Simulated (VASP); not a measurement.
A run of VASP 6.6.1 is set up as follows.

INCAR

```
SYSTEM = SnO2
PREC = Accurate
ENCUT = 520
EDIFF = 1E-7
ISMEAR = 0
SIGMA = 0.05
LREAL = .False.
LASPH = .True.
NELM = 60
ALGO = Normal
ISIF = 2
LWAVE = .False.
LCHARG = .True.
GGA = PE
LELF = .True.
LVHAR = .True.
NBANDS = 35
```

Contents of KPOINTS:

```
Automatic mesh
0
Gamma
  6 6 8
  0 0 0
```

Contents of POSCAR:

```
SnO2
1.0
    4.9352961424      0.0000000000      0.0000000000
    0.0000000000      4.9353101105      0.0000000000
    0.0000000000      0.0000000000      3.0983789182
Sn O
2 4
Direct
    0.5000000000      0.5000000000      0.5000000000
    0.0000000000      0.0000000000      0.0000000000
    0.3285422861      0.3286001785      0.0000000000
    0.8285422861      0.1713998215      0.5000000000
    0.1714577139      0.8286001785      0.5000000000
    0.6714577139      0.6713998215      0.0000000000
```

Potentials or basis: VASP PAW PBE potentials, release 64 (Sn_d, O).

Run with:

```bash
$ cat potpaw_PBE.64/Sn_d/POTCAR potpaw_PBE.64/O/POTCAR > POTCAR
$ mpirun -np 1 vasp_std > vasp.out
```

(1) What does it give for the band gap on the k mesh?

(2) Predict the pressure.

(3) Predict the largest force.

Results:

(1) 1.65 eV.

(2) 18.1 GPa.

(3) 3.884 eV/Å.

Caveat: the cell stands under pressure; spin-orbit coupling is left out, which moves the levels of the heavy elements; forces of over 1 eV/Å act on the atoms, so gaps and moduli don't describe the material at rest.
